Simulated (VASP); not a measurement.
Here is a VASP 6.6.1 calculation.

Contents of INCAR:

```
SYSTEM = NaF
PREC = Accurate
ENCUT = 520
EDIFF = 1E-6
ISMEAR = 0
SIGMA = 0.01
LREAL = .False.
LASPH = .True.
NELM = 60
ALGO = Normal
ISIF = 2
LWAVE = .False.
LCHARG = .False.
GGA = PE
NBANDS = 14
```

KPOINTS

```
Automatic mesh
0
Gamma
  10 10 10
  0 0 0
```

Contents of POSCAR:

```
NaF
1.0
    0.0000000000      2.2972433049      2.2972433049
    2.2972433049      0.0000000000      2.2972433049
    2.2972433049      2.2972433049      0.0000000000
Na F
1 1
Direct
    0.0000000000      0.0000000000      0.0000000000
    0.5000000000      0.5000000000      0.5000000000
```

Potentials or basis: VASP PAW PBE potentials, release 64 (Na_pv, F).

The run is started by

```bash
$ cat potpaw_PBE.64/Na_pv/POTCAR potpaw_PBE.64/F/POTCAR > POTCAR
$ mpirun -np 1 vasp_std > vasp.out
```

(1) Predict the pressure.

(2) Estimate the band gap on the k mesh.

Answers

(1) 3.5 GPa.

(2) 6.44 eV.

Caveat: the cell stands under pressure.
